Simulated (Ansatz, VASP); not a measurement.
**Sr: VASP beside Ansatz**

```
CELL_PARAMETERS angstrom
4.31000 0.00000 0.00000
-2.15500 3.73257 0.00000
0.00000 0.00000 7.05000
ATOMIC_POSITIONS crystal
Sr 0.33333 0.66667 0.25000
Sr 0.66667 0.33333 0.75000
```

Alike in both runs: task single point; functional PBEsol; k mesh 8 × 8 × 5; no spin polarisation.

|  | VASP | Ansatz |
| --- | --- | --- |
| version | VASP 6.6.1 | Ansatz 0.2.0 |
| potentials or method | VASP PAW PBE potentials, release 64 (Sr_sv), cutoff 520 eV | plane waves, PAW |
| occupations | methfessel-paxton of order 1, width 0.1 eV | cold, width 0.1 eV |
| valence electrons in the cell | 20 | 20 |

Ansatz gave:

| Item | Value |
| --- | --- |
| pressure (GPa) | -0.8 |
| traceless stress, the component that is largest in VASP (GPa) | 0.09 |

Task: Which values does VASP return?

Result: Pressure (GPa): -0.8; traceless stress, the component that is largest in VASP (GPa): 0.18.

VASP's potentials were made for PBE, not for PBEsol.
